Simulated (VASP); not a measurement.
# Ag4CO in VASP: a series of runs

Ag4CO is run at these levels: PBEsol; tasks: single point.

All numbers are computed with VASP 6.6.1; they aren't measurements. Logs are shortened: lines on timing, memory, paths and dates and some standing lists are left out, and cuts for length are marked.

### Step 1. The cell of the first run

The cell holds a slab with vacuum, 6 atoms: a = 2.867 Å, b = 2.867 Å, c = 27.172 Å, α = 90.00°, β = 90.00°, γ = 120.00°.

### Step 2. Single point, PBEsol

File INCAR:

```
PREC = Accurate ; ENCUT = 520
EDIFF = 1E-7 ; ISMEAR = 0
SIGMA = 0.1 ; LREAL = F
LASPH = T ; NELM = 60
ALGO = Normal ; ISIF = 2
LWAVE = F ; LCHARG = F
LDIPOL = T ; IDIPOL = 3
DIPOL = 0.5 0.5 0.517 ; GGA = PS
NBANDS = 36
```

File KPOINTS:

```
regular mesh
0
Gamma
  12 12 1
```

File POSCAR:

```
Ag4CO
1.0
    2.8669036820      0.0000000000      0.0000000000
   -1.4334518410      2.4828114189      0.0000000000
    0.0000000000      0.0000000000     27.1724511627
Ag C O
4 1 1
Direct
    0.6666666667      0.3333333333      0.3128168286
    0.3333333333      0.6666666667      0.3989635307
    0.0000000000      0.0000000000      0.4853351219
    0.6666666667      0.3333333333      0.5699114201
    0.6666666667      0.3333333333      0.6476139267
    0.6666666667      0.3333333333      0.6897229922
```

Potentials or basis: VASP PAW PBE potentials, release 64 (Ag, C, O).

Started as:

```
$ cat potpaw_PBE.64/Ag/POTCAR potpaw_PBE.64/C/POTCAR potpaw_PBE.64/O/POTCAR > POTCAR
$ mpirun -np 1 vasp_std > vasp.out
```

OUTCAR:

```text
PREC = Accurate
   ENCUT = 520
   EDIFF = 1E-7
   ISMEAR = 0
   LREAL = F
   LASPH = T
   NELM = 60
   ISIF = 2
   GGA = PS

 ion  position               nearest neighbor table
   1  0.667  0.333  0.313-   2 2.87   2 2.87   2 2.87
   2  0.333  0.667  0.399-   1 2.87   1 2.87   1 2.87   3 2.87   3 2.87   3 2.87
   3  0.000  0.000  0.485-   4 2.83   4 2.83   4 2.83   2 2.87   2 2.87   2 2.87
   4  0.667  0.333  0.570-   5 2.11   3 2.83   3 2.83   3 2.83
   5  0.667  0.333  0.648-   6 1.14   4 2.11
   6  0.667  0.333  0.690-   5 1.14

  LATTYP: Found a hexagonal cell.
 ALAT       =     2.8669036820
 C/A-ratio  =     9.4779783965

  Lattice vectors:

 A1 = (   2.8669036820,   0.0000000000,   0.0000000000)
 A2 = (  -1.4334518410,   2.4828114189,   0.0000000000)
 A3 = (   0.0000000000,   0.0000000000,  27.1724511627)

Analysis of symmetry for initial positions (statically):
=====================================================================
 Subroutine PRICEL returns:
 Original cell was already a primitive cell.

 Routine SETGRP: Setting up the symmetry group for a
 hexagonal supercell.

 Subroutine GETGRP returns: Found  6 space group operations
 (whereof  6 operations were pure point group operations)
 out of a pool of 24 trial point group operations.

The static configuration has the point symmetry C_3v.

Analysis of symmetry for dynamics (positions and initial velocities):
=====================================================================
 Subroutine PRICEL returns:
 Original cell was already a primitive cell.

 Routine SETGRP: Setting up the symmetry group for a
 hexagonal supercell.

 Subroutine GETGRP returns: Found  6 space group operations
 (whereof  6 operations were pure point group operations)
 out of a pool of 24 trial point group operations.

The dynamic configuration has the point symmetry C_3v.

 Subroutine INISYM returns: Found  6 space group operations
 (whereof  6 operations are pure point group operations),
 and found     1 'primitive' translations

----------------------------------------------------------------------------------------

                                     Primitive cell

  volume of cell :     193.4130

  direct lattice vectors                    reciprocal lattice vectors
     2.866903682  0.000000000  0.000000000     0.348808370  0.201384606  0.000000000
    -1.433451841  2.482811419  0.000000000     0.000000000  0.402769213  0.000000000
     0.000000000  0.000000000 27.172451163     0.000000000  0.000000000  0.036801980

  length of vectors
     2.866903682  2.866903682 27.172451163     0.402769213  0.402769213  0.036801980

  position of ions in fractional coordinates (direct lattice)
     0.666666667  0.333333333  0.312816829
     0.333333333  0.666666667  0.398963531
     0.000000000  0.000000000  0.485335122
     0.666666667  0.333333333  0.569911420
     0.666666667  0.333333333  0.647613927
     0.666666667  0.333333333  0.689722992

  ion indices of the primitive-cell ions
   primitive index   ion index
                 1           1
                 2           2
                 3           3
                 4           4
                 5           5
                 6           6

----------------------------------------------------------------------------------------

 KPOINTS: regular mesh

Automatic generation of k-mesh.
 Grid dimensions read from file:
 generate k-points for:   12   12    1

 Generating k-lattice:

  Cartesian coordinates                     Fractional coordinates (reciprocal lattice)
     0.029067364  0.016782051  0.000000000     0.083333333 -0.000000000  0.000000000
     0.000000000  0.033564101  0.000000000     0.000000000  0.083333333  0.000000000
     0.000000000  0.000000000  0.036801980     0.000000000  0.000000000  1.000000000

  Length of vectors
     0.033564101  0.033564101  0.036801980

  Shift w.r.t. Gamma in fractional coordinates (k-lattice)
     0.000000000  0.000000000  0.000000000

 Subroutine IBZKPT returns following result:
 ===========================================

 Found     19 irreducible k-points:

 Following reciprocal coordinates:
            Coordinates               Weight
  0.000000  0.000000  0.000000      1.000000
  0.083333  0.000000  0.000000      6.000000
  0.166667  0.000000  0.000000      6.000000
  0.250000  0.000000  0.000000      6.000000
  0.333333  0.000000  0.000000      6.000000
  0.416667  0.000000  0.000000      6.000000
[... 11 lines left out ...]
  0.333333  0.250000  0.000000     12.000000
  0.333333  0.333333  0.000000      2.000000
   k-points           NKPTS =     19   k-points in BZ     NKDIM =     19   number of bands    NBANDS=     36
   number of dos      NEDOS =    301   number of ions     NIONS =      6
   total plane-waves  NPLWV = 120960
   dimension x,y,z NGX =    24 NGY =   24 NGZ =  210
   dimension x,y,z NGXF=    48 NGYF=   48 NGZF=  420
   ions per type =               4   1   1
   NGX,Y,Z   is equivalent  to a cutoff of  13.92, 13.92, 12.85 a.u.
   NGXF,Y,Z  is equivalent  to a cutoff of  27.83, 27.83, 25.70 a.u.
 SYSTEM =  unknown system
   PREC   = accura    normal or accurate (medium, high low for compatibility)
   ISTART =      0    job   : 0-new  1-cont  2-samecut
   ICHARG =      2    charge: 1-file 2-atom 10-const
   ISPIN  =      1    spin polarized calculation?
   LNONCOLLINEAR =      F non collinear calculations
   LSORBIT =      F    spin-orbit coupling
   LASPH  =      T    aspherical Exc in radial PAW
   ENCUT  =  520.0 eV  38.22 Ry    6.18 a.u.   5.33  5.33 50.52*2*pi/ulx,y,z
   NELM   =     60;   NELMIN=  2; NELMDL= -5     # of ELM steps
   EDIFF  = 0.1E-06   stopping-criterion for ELM
   LREAL  =      F    real-space projection
   EDIFFG = 0.1E-05   stopping-criterion for IOM
   NSW    =      0    number of steps for IOM
   IBRION =     -1    ionic relax: 0-MD 1-quasi-New 2-CG
   NFREE  =      0    steps in history (QN), initial steepest desc. (CG)
   ISIF   =      2    stress and relaxation
   ISYM   =      2    0-nonsym 1-usesym 2-fastsym
   POTIM  = 0.5000    time-step for ionic-motion
   TEBEG  =    0.0;   TEEND  =   0.0 temperature during run
   PSTRESS=    0.0 pullay stress
   NELECT =      54.0000    total number of electrons
   NUPDOWN=      -1.0000    fix difference up-down
   EMIN   =  10.00;   EMAX   =-10.00  energy-range for DOS
   EFERMI =   0.00;   METHOD = LEGACY
   ISMEAR =     0;   SIGMA  =   0.10  broadening in eV -4-tet -1-fermi 0-gaus
   EFERMI_NEDOS =   21; number of points for ismear=-14 and -15
   IALGO  =     38    algorithm
   IMIX   =      4    mixing-type and parameters
     AMIX     =   0.40;   BMIX     =  1.00
     AMIX_MAG =   1.60;   BMIX_MAG =  1.00
  volume/ion in A,a.u.               =      32.24       217.54
  Fermi-wavevector in a.u.,A,eV,Ry     =   1.069985  2.021978 15.576862  1.144867
  Thomas-Fermi vector in A             =   2.205681
   LORBIT       =      0    0 simple, 1 ext, 2 COOP (PROOUT), +10 PAW based schemes
   GGA     = PS    functional components
   LHFCALC =     F    Hartree Fock is set to
   AEXX    =    0.0000 exact exchange contribution
   IVDW    =     0    specifies the selected vdW correction
   LEPSILON=     F    determine dielectric tensor
   LRPA    =     F    only Hartree local field effects (RPA)
 non-spin polarized calculation
 Gauss-broadening in eV      SIGMA  =   0.10
  energy-cutoff  :      520.00
  volume of cell :      193.41
 maximum number of plane-waves:      5273
 NGX is ok and might be reduce to    24
   NGX = 11   NGY = 11   NGZ =101

 dipolmoment           0.000000      0.000000     -0.266715 electrons x Angstroem

 number of electron      53.9999987 magnetization

 dipolmoment           0.000000      0.000000      0.020950 electrons x Angstroem

 Free energy of the ion-electron system (eV)
  ---------------------------------------------------
  ext. energy  EPLUGINS =         0.00000000
  ---------------------------------------------------
  free energy    TOTEN  =       -27.71506017 eV

  energy without entropy =      -27.70508430  energy(sigma->0) =      -27.71007223

 E-fermi :   0.6145     XC(G=0):  -5.9229

 val. band max:        0.5496895917   @ k =   0.0833   0.0000   0.0000
 cond. band min:       0.6563847814   @ k =   0.4167   0.0833   0.0000
 fundamental gap:      0.1066951897
 Fermi energy:         0.6144520478

 k-point     1 :       0.0000    0.0000    0.0000
  band No.  band energies     occupation
      1     -24.4628      2.00000
      2     -10.1961      2.00000
      3      -7.6481      2.00000
      4      -6.8974      2.00000
      5      -6.0970      2.00000
      6      -5.9166      2.00000
[... 28 lines left out ...]
     35       6.0740      0.00000
     36       7.0821      0.00000

 k-point     2 :       0.0833    0.0000    0.0000
  band No.  band energies     occupation
      1     -24.4317      2.00000
      2     -10.1205      2.00000
      3      -7.6084      2.00000
      4      -6.7369      2.00000
      5      -5.9455      2.00000
      6      -5.8202      2.00000
[... 28 lines left out ...]
     35       6.2364      0.00000
     36       7.2392      0.00000

 k-point     3 :       0.1667    0.0000    0.0000
  band No.  band energies     occupation
      1     -24.3462      2.00000
      2      -9.9081      2.00000
      3      -7.5652      2.00000
      4      -6.3226      2.00000
      5      -5.9969      2.00000
      6      -5.6281      2.00000
[... 28 lines left out ...]
     35       6.7276      0.00000
     36       7.7057      0.00000
[... 547 lines left out ...]
 k-point    18 :       0.3333    0.2500    0.0000
  band No.  band energies     occupation
      1     -23.9290      2.00000
      2      -8.7538      2.00000
      3      -7.8632      2.00000
      4      -7.0300      2.00000
      5      -6.2969      2.00000
      6      -5.3661      2.00000
[... 28 lines left out ...]
     35       7.5586      0.00000
     36       7.9366      0.00000

 k-point    19 :       0.3333    0.3333    0.0000
  band No.  band energies     occupation
      1     -23.9119      2.00000
      2      -8.7054      2.00000
      3      -7.5018      2.00000
      4      -7.5010      2.00000
      5      -6.2775      2.00000
      6      -5.2025      2.00000
[... 28 lines left out ...]
     35       6.9829      0.00000
     36       7.2728      0.00000

------------------------ aborting loop because EDIFF is reached ----------------------------------------

 vacuum level on the upper side and lower side of the slab       (xc-potential included)         0.151        -0.356

  FORCE on cell =-STRESS in cart. coord.  units (eV):
  Direction    XX          YY          ZZ          XY          YZ          ZX
  --------------------------------------------------------------------------------------
  -------------------------------------------------------------------------------------
  Total        0.8126642      0.8126642      1.0163015      0.0000000     -0.0000000      0.0000000
  in kB        6.7318750      6.7318750      8.4187476      0.0000000     -0.0000000      0.0000000
  external PRESSURE =       7.2941659 kB  Pullay stress =       0.0000000 kB

 VOLUME and BASIS-vectors are now :
 -----------------------------------------------------------------------------
  energy-cutoff  :      520.00
  volume of cell :      193.41
      direct lattice vectors                 reciprocal lattice vectors
     2.866903682  0.000000000  0.000000000     0.348808370  0.201384606  0.000000000
    -1.433451841  2.482811419  0.000000000     0.000000000  0.402769213  0.000000000
     0.000000000  0.000000000 27.172451163     0.000000000  0.000000000  0.036801980

 POSITION                                       TOTAL-FORCE (eV/Angst)
 -----------------------------------------------------------------------------------
      1.43345      0.82760      8.50000         0.000000     -0.000000     -0.035202
     -0.00000      1.65521     10.84082        -0.000000      0.000000      0.042264
      0.00000      0.00000     13.18774        -0.000000      0.000000      0.008531
      1.43345      0.82760     15.48589        -0.000000      0.000000      0.002577
      1.43345      0.82760     17.59726        -0.000000      0.000000     -0.993500
      1.43345      0.82760     18.74146         0.000000     -0.000000      0.975330
 -----------------------------------------------------------------------------------
    total drift:                               -0.000000      0.000000      0.000781

  FREE ENERGIE OF THE ION-ELECTRON SYSTEM (eV)
  ---------------------------------------------------
  free  energy   TOTEN  =       -27.7150601703 eV

  energy  without entropy=      -27.7050842956  energy(sigma->0) =      -27.71007223

 vacuum level on the upper side and lower side of the slab         5.781         5.268
```

Run time: 4 min. Hardware: 1 thread of Intel Xeon Platinum 8559C (Emerald Rapids), shared host; peak memory 0.4 GiB.

Results:

```yaml
Free_energy: -27.7151 eV
Largest_force: 0.994 eV/Å
Band_gap_on_the_k_mesh: zero (band 27 reaches 2.12 eV, above the bottom of band 28 at -2.36 eV)
```

Forces on the atoms (eV/Å):
```
Ag   0.000  0.000 -0.035
Ag   0.000  0.000  0.042
Ag   0.000  0.000  0.009
Ag   0.000  0.000  0.003
C    0.000  0.000 -0.994
O    0.000  0.000  0.975
```

Levels at points of the mesh, in eV from the Fermi level:
| k point | band 25 | band 26 | band 27 | band 28 | band 29 | band 30 |
| --- | --- | --- | --- | --- | --- | --- |
| (0.00, 0.00, 0.00) | -3.41 | -3.07 | -3.07 | -2.98 | -0.42 | 2.92 |
| (0.50, 0.00, 0.00) | -2.34 | -0.84 | 0.22 | 1.01 | 1.46 | 2.24 |

Caveat: the PAW data sets were made with another functional, which shifts forces and pressure a little.

### Step 3. Single point, PBEsol

File INCAR:

```
SYSTEM = Ag4CO
ALGO     = Normal         ! electronic algorithm
DIPOL    = 0.5 0.5 0.512
EDIFF    = 1E-6           ! SCF threshold, eV
ENCUT    = 520            ! plane-wave cutoff, eV
GGA      = PS             ! functional
IDIPOL   = 3            
ISIF     = 2              ! what is computed and relaxed
ISMEAR   = 0              ! smearing method
LASPH    = .TRUE.         ! aspherical terms in the spheres
LCHARG   = .FALSE.        ! write CHGCAR
LDIPOL   = .TRUE.       
LREAL    = .FALSE.        ! projectors in reciprocal space
LWAVE    = .FALSE.        ! write WAVECAR
NBANDS   = 36             ! bands
NELM     = 100            ! most SCF steps
PREC     = Accurate       ! precision mode
SIGMA    = 0.1            ! smearing width, eV
```

File KPOINTS:

```
k-points
0
G
  12 12 1
  0 0 0
```

File POSCAR:

```
Ag4CO
1.0
    2.8669036820      0.0000000000      0.0000000000
   -1.4334518410      2.4828114189      0.0000000000
    0.0000000000      0.0000000000     27.1724511627
Ag C O
4 1 1
Direct
    0.6666666667      0.3333333333      0.3128168286
    0.3333333333      0.6666666667      0.3989635307
    0.0000000000      0.0000000000      0.4848614838
    0.6666666667      0.3333333333      0.5711333392
    0.0000000000      0.0000000000      0.6314460337
    0.0000000000      0.0000000000      0.6740285755
```

Potentials or basis: VASP PAW PBE potentials, release 64 (Ag, C, O).

Started as:

```
$ cat potpaw_PBE.64/Ag/POTCAR potpaw_PBE.64/C/POTCAR potpaw_PBE.64/O/POTCAR > POTCAR
$ mpirun -np 1 vasp_std > vasp.out
```

Wall time 3.4 min (1 thread of Intel Xeon Platinum 8559C (Emerald Rapids), shared host); peak memory 0.4 GiB.

It converged, with:

```yaml
Free_energy: -27.4562 eV
Largest_force: 0.878 eV/Å
Band_gap_on_the_k_mesh: zero (band 27 reaches 1.70 eV, above the bottom of band 28 at -2.62 eV)
```

Forces in eV/Å, atoms in the order of the input:
```
Ag   0.000  0.000  0.057
Ag   0.000  0.000 -0.052
Ag   0.000  0.000  0.003
Ag   0.000  0.000 -0.010
C    0.000  0.000 -0.875
O    0.000  0.000  0.878
```

Levels at points of the mesh, in eV from the Fermi level:
| k point | band 23 | band 24 | band 25 | band 26 | band 27 | band 28 | band 29 | band 30 | band 31 | band 32 |
| --- | --- | --- | --- | --- | --- | --- | --- | --- | --- | --- |
| (0.00, 0.00, 0.00) | -3.75 | -3.48 | -3.48 | -3.06 | -3.06 | -3.03 | -0.39 | 4.05 | 4.09 | 4.09 |
| (0.50, 0.00, 0.00) | -2.89 | -2.83 | -2.67 | -0.73 | 0.15 | 0.98 | 1.50 | 2.93 | 3.19 | 4.30 |

Caveat: the PAW data sets were made with another functional, which shifts forces and pressure a little.
